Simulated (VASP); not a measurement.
# Ca (Fm-3m) in VASP: notebook, part 2 of 2

VASP 6.6.1.

### 3 Single point, LDA

Contents of INCAR:

```
SYSTEM = Ca
  PREC = Accurate
  ENCUT = 520
  EDIFF = 1E-6
  ISMEAR = -1
  SIGMA = 0.08
  LREAL = .False.
  LASPH = .True.
  NELM = 60
  ALGO = Normal
  ISIF = 2
  LWAVE = .False.
  LCHARG = .True.
  GGA = CA
  LELF = .True.
  LVHAR = .True.
  NBANDS = 11
```

Contents of KPOINTS:

```
regular mesh
0
Gamma
  17 17 17
  0 0 0
```

Contents of POSCAR:

```
Ca
1.0
    0.0000000000      1.9847232171      1.9847232171
    1.9847232171      0.0000000000      1.9847232171
    1.9847232171      1.9847232171      0.0000000000
Ca
1
Direct
    0.0000000000      0.0000000000      0.0000000000
```

Potentials or basis: VASP PAW LDA potentials, release 64 (Ca_sv).

Started as:

```bash
$ cat potpaw_LDA.64/Ca_sv/POTCAR > POTCAR
$ mpirun -np 1 vasp_std > vasp.out
```

OUTCAR:

```text
SYSTEM = Ca
   PREC = Accurate
   ENCUT = 520
   EDIFF = 1E-6
   ISMEAR = -1
   LREAL = .False.
   LASPH = .True.
   NELM = 60
   ISIF = 2
   GGA = CA

 ion  position               nearest neighbor table
   1  0.000  0.000  0.000-

  LATTYP: Found a face centered cubic cell.
 ALAT       =     3.9694464342

  Lattice vectors:

 A1 = (   0.0000000000,   1.9847232171,   1.9847232171)
 A2 = (   1.9847232171,   0.0000000000,   1.9847232171)
 A3 = (   1.9847232171,   1.9847232171,   0.0000000000)

Analysis of symmetry for initial positions (statically):
=====================================================================
 Subroutine PRICEL returns:
 Original cell was already a primitive cell.

 Routine SETGRP: Setting up the symmetry group for a
 face centered cubic supercell.

 Subroutine GETGRP returns: Found 48 space group operations
 (whereof 48 operations were pure point group operations)
 out of a pool of 48 trial point group operations.

The static configuration has the point symmetry O_h .

Analysis of symmetry for dynamics (positions and initial velocities):
=====================================================================
 Subroutine PRICEL returns:
 Original cell was already a primitive cell.

 Routine SETGRP: Setting up the symmetry group for a
 face centered cubic supercell.

 Subroutine GETGRP returns: Found 48 space group operations
 (whereof 48 operations were pure point group operations)
 out of a pool of 48 trial point group operations.

The dynamic configuration has the point symmetry O_h .

 Subroutine INISYM returns: Found 48 space group operations
 (whereof 48 operations are pure point group operations),
 and found     1 'primitive' translations

----------------------------------------------------------------------------------------

                                     Primitive cell

  volume of cell :      15.6362

  direct lattice vectors                    reciprocal lattice vectors
     0.000000000  1.984723217  1.984723217    -0.251924296  0.251924296  0.251924296
     1.984723217  0.000000000  1.984723217     0.251924296 -0.251924296  0.251924296
     1.984723217  1.984723217  0.000000000     0.251924296  0.251924296 -0.251924296

  length of vectors
     2.806822491  2.806822491  2.806822491     0.436345681  0.436345681  0.436345681

  position of ions in fractional coordinates (direct lattice)
     0.000000000  0.000000000  0.000000000

  ion indices of the primitive-cell ions
   primitive index   ion index
                 1           1

----------------------------------------------------------------------------------------

 KPOINTS: regular mesh

Automatic generation of k-mesh.
 Grid dimensions read from file:
 generate k-points for:   17   17   17

 Generating k-lattice:

  Cartesian coordinates                     Fractional coordinates (reciprocal lattice)
    -0.014819076  0.014819076  0.014819076     0.058823529  0.000000000  0.000000000
     0.014819076 -0.014819076  0.014819076     0.000000000  0.058823529  0.000000000
     0.014819076  0.014819076 -0.014819076     0.000000000  0.000000000  0.058823529

  Length of vectors
     0.025667393  0.025667393  0.025667393

  Shift w.r.t. Gamma in fractional coordinates (k-lattice)
     0.000000000  0.000000000  0.000000000

 Subroutine IBZKPT returns following result:
 ===========================================

 Found    165 irreducible k-points:

 Following reciprocal coordinates:
            Coordinates               Weight
  0.000000  0.000000  0.000000      1.000000
  0.058824  0.000000  0.000000      8.000000
  0.117647  0.000000  0.000000      8.000000
  0.176471  0.000000  0.000000      8.000000
  0.235294  0.000000  0.000000      8.000000
  0.294118  0.000000  0.000000      8.000000
[... 16 lines left out ...]
 -0.176471  0.058824  0.000000     24.000000
 -0.117647  0.058824  0.000000     24.000000
 [... further k-points ...]
   k-points           NKPTS =    165   k-points in BZ     NKDIM =    165   number of bands    NBANDS=     11
   number of dos      NEDOS =    301   number of ions     NIONS =      1
   total plane-waves  NPLWV =  13824
   dimension x,y,z NGX =    24 NGY =   24 NGZ =   24
   dimension x,y,z NGXF=    48 NGYF=   48 NGZF=   48
   ions per type =               1
   NGX,Y,Z   is equivalent  to a cutoff of  14.22, 14.22, 14.22 a.u.
   NGXF,Y,Z  is equivalent  to a cutoff of  28.43, 28.43, 28.43 a.u.
 SYSTEM =  Ca
   PREC   = accura    normal or accurate (medium, high low for compatibility)
   ISTART =      0    job   : 0-new  1-cont  2-samecut
   ICHARG =      2    charge: 1-file 2-atom 10-const
   ISPIN  =      1    spin polarized calculation?
   LNONCOLLINEAR =      F non collinear calculations
   LSORBIT =      F    spin-orbit coupling
   LASPH  =      T    aspherical Exc in radial PAW
   ENCUT  =  520.0 eV  38.22 Ry    6.18 a.u.   5.22  5.22  5.22*2*pi/ulx,y,z
   NELM   =     60;   NELMIN=  2; NELMDL= -5     # of ELM steps
   EDIFF  = 0.1E-05   stopping-criterion for ELM
   LREAL  =      F    real-space projection
   EDIFFG = 0.1E-04   stopping-criterion for IOM
   NSW    =      0    number of steps for IOM
   IBRION =     -1    ionic relax: 0-MD 1-quasi-New 2-CG
   NFREE  =      0    steps in history (QN), initial steepest desc. (CG)
   ISIF   =      2    stress and relaxation
   ISYM   =      2    0-nonsym 1-usesym 2-fastsym
   POTIM  = 0.5000    time-step for ionic-motion
   TEBEG  =    0.0;   TEEND  =   0.0 temperature during run
   PSTRESS=    0.0 pullay stress
   NELECT =      10.0000    total number of electrons
   NUPDOWN=      -1.0000    fix difference up-down
   EMIN   =  10.00;   EMAX   =-10.00  energy-range for DOS
   EFERMI =   0.00;   METHOD = LEGACY
   ISMEAR =    -1;   SIGMA  =   0.08  broadening in eV -4-tet -1-fermi 0-gaus
   EFERMI_NEDOS =   21; number of points for ismear=-14 and -15
   IALGO  =     38    algorithm
   IMIX   =      4    mixing-type and parameters
     AMIX     =   0.40;   BMIX     =  1.00
     AMIX_MAG =   1.60;   BMIX_MAG =  1.00
  volume/ion in A,a.u.               =      15.64       105.52
  Fermi-wavevector in a.u.,A,eV,Ry     =   1.410473  2.665408 27.067907  1.989435
  Thomas-Fermi vector in A             =   2.532424
   LORBIT       =      0    0 simple, 1 ext, 2 COOP (PROOUT), +10 PAW based schemes
   GGA     = CA    functional components
   LHFCALC =     F    Hartree Fock is set to
   AEXX    =    0.0000 exact exchange contribution
   IVDW    =     0    specifies the selected vdW correction
   LEPSILON=     F    determine dielectric tensor
   LRPA    =     F    only Hartree local field effects (RPA)
 non-spin polarized calculation
  energy-cutoff  :      520.00
  volume of cell :       15.64
 maximum number of plane-waves:       440
 NGX is ok and might be reduce to    24
   NGX = 11   NGY = 11   NGZ = 11

 number of electron      10.0000001 magnetization

 Free energy of the ion-electron system (eV)
  ---------------------------------------------------
  ext. energy  EPLUGINS =         0.00000000
  ---------------------------------------------------
  free energy    TOTEN  =         0.13252158 eV

  energy without entropy =        0.15215640  energy(sigma->0) =        0.14233899

 E-fermi :   7.3411     XC(G=0): -11.9423

 val. band max:        7.3179586339   @ k =  -0.4706   0.3529   0.0588
 cond. band min:       7.3843175680   @ k =  -0.3529   0.4706   0.1176
 fundamental gap:      0.0663589341
 Fermi energy:         7.3411094456

 k-point     1 :       0.0000    0.0000    0.0000
  band No.  band energies     occupation
      1     -33.0341      2.00000
      2     -12.6870      2.00000
      3     -12.6870      2.00000
      4     -12.6870      2.00000
      5       3.3634      2.00000
      6      10.7023      0.00000
      7      10.7023      0.00000
      8      10.7023      0.00000
      9      13.8115      0.00000
     10      13.8115      0.00000
     11      22.1214      0.00000
[... 309 lines left out ...]
 k-point    24 :      -0.1176    0.0588    0.0000
  band No.  band energies     occupation
      1     -32.8933      2.00000
      2     -13.2969      2.00000
      3     -12.8283      2.00000
      4     -12.7232      2.00000
      5       4.3260      2.00000
      6       9.9177      0.00000
      7      11.0801      0.00000
      8      11.0829      0.00000
      9      13.1467      0.00000
     10      13.8016      0.00000
     11      23.7713      0.00000

 [... further k-points ...]

------------------------ aborting loop because EDIFF is reached ----------------------------------------

  FORCE on cell =-STRESS in cart. coord.  units (eV):
  Direction    XX          YY          ZZ          XY          YZ          ZX
  --------------------------------------------------------------------------------------
  -------------------------------------------------------------------------------------
  Total        5.4180238      5.4180238      5.4180238      0.0000000     -0.0000000      0.0000000
  in kB      555.1644500    555.1644500    555.1644500      0.0000000     -0.0000000      0.0000000
  external PRESSURE =     555.1644500 kB  Pullay stress =       0.0000000 kB

 VOLUME and BASIS-vectors are now :
 -----------------------------------------------------------------------------
  energy-cutoff  :      520.00
  volume of cell :       15.64
      direct lattice vectors                 reciprocal lattice vectors
     0.000000000  1.984723217  1.984723217    -0.251924296  0.251924296  0.251924296
     1.984723217  0.000000000  1.984723217     0.251924296 -0.251924296  0.251924296
     1.984723217  1.984723217  0.000000000     0.251924296  0.251924296 -0.251924296

 POSITION                                       TOTAL-FORCE (eV/Angst)
 -----------------------------------------------------------------------------------
      0.00000      0.00000      0.00000        -0.000000      0.000000      0.000000
 -----------------------------------------------------------------------------------
    total drift:                                0.000000      0.000000     -0.000000

  FREE ENERGIE OF THE ION-ELECTRON SYSTEM (eV)
  ---------------------------------------------------
  free  energy   TOTEN  =         0.1325215796 eV

  energy  without entropy=        0.1521563976  energy(sigma->0) =        0.14233899
```

stdout:

```text
POSCAR found type information on POSCAR Ca
 POSCAR found :  1 types and       1 ions
 scaLAPACK will be used
 LDA part: xc-table for (Slater(with rela. corr.)+CA(PZ))
 , standard interpolation
 POSCAR, INCAR and KPOINTS ok, starting setup
 FFT: planning ... GRIDC
 FFT: planning ... GRID_SOFT
 FFT: planning ... GRID
 WAVECAR not read
 entering main loop
```

Run time: 26 s. Hardware: 1 thread of Intel Xeon 8259CL, shared host; peak memory 0.15 GiB.

Results:

```yaml
Free_energy: 0.1325 eV
Pressure: 55.5 GPa
Band_gap_on_the_k_mesh: zero (bands 5 and 6 overlap by 1.77 eV)
```

Caveat: the cell stands under pressure.

### 4 Relaxation of cell and atoms, LDA, target pressure 55 GPa, at which the enthalpy is minimised

Contents of INCAR:

```
ALGO = Normal ; EDIFF = 1E-6
EDIFFG = -0.005 ; ENCUT = 600
GGA = CA ; IBRION = 2
ISIF = 3 ; ISMEAR = -1
LASPH = True ; LCHARG = False
LREAL = False ; LWAVE = False
NELM = 100 ; NSW = 32
PREC = Accurate ; PSTRESS = 550.0
SIGMA = 0.08
```

Contents of KPOINTS:

```
k-points
0
Gamma
  17 17 17
```

Contents of POSCAR:

```
Ca
1.0
    0.0000000000      1.9850116500      1.9850116500
    1.9850116500      0.0000000000      1.9850116500
    1.9850116500      1.9850116500      0.0000000000
Ca
1
Direct
    0.0000000000      0.0000000000      0.0000000000
```

Started as:

```bash
$ cat potpaw_LDA.64/Ca_sv/POTCAR > POTCAR
$ mpirun -np 1 vasp_std > vasp.out
```

Wall time 60 s (1 thread of Intel Xeon 8259CL, shared host); peak memory 0.15 GiB.

Results (log left out):

| Property | Result |
| --- | --- |
| Free energy | 0.1016 eV |
| Relaxed volume | 15.73 Å³/atom |
| Relaxed cell | a = 2.812 Å, b = 2.812 Å, c = 2.812 Å, α = 60.00°, β = 60.00°, γ = 60.00° |
| Space group after relaxing (to 0.1 Å) | Fm-3m (No. 225) |
| Energy change on relaxing (the run minimises the enthalpy) | -28.4 meV/atom |
| Ionic steps | 3 |
| Pressure after relaxing | 55.0 GPa |
| Band gap on the k mesh | zero (bands 5 and 6 overlap by 1.73 eV) |

The path:
| step | energy change (eV) | largest force (eV/Å) | pressure (GPa) | volume (Å³) |
| --- | --- | --- | --- | --- |
| 1 | 0.0000 | 0.0000 | 55.49 | 15.64 |
| 2 | -0.0371 | 0.0000 | 54.78 | 15.75 |
| 3 | -0.0284 | 0.0000 | 54.97 | 15.73 |

Final structure:
```yaml
crystal:
  lattice:
    - [0.00000, 1.98849, 1.98849]
    - [1.98849, 0.00000, 1.98849]
    - [1.98849, 1.98849, 0.00000]
  atoms:
    - { symbol: Ca, position: [0.00000, 0.00000, 0.00000] }
```

Levels at points of the mesh, in eV from the Fermi level:
```tsv
k point	band 1	band 2	band 3	band 4	band 5	band 6	band 7	band 8	band 9
(0.00, 0.00, 0.00)	-40.37	-20.05	-20.05	-20.05	-4.00	3.36	3.36	3.36	6.45
```

Caveat: the cell is relaxed towards a set pressure, so the run minimises the enthalpy, not the energy.

The gap in the log of VASP goes by the Fermi energy; the results here count the filled bands.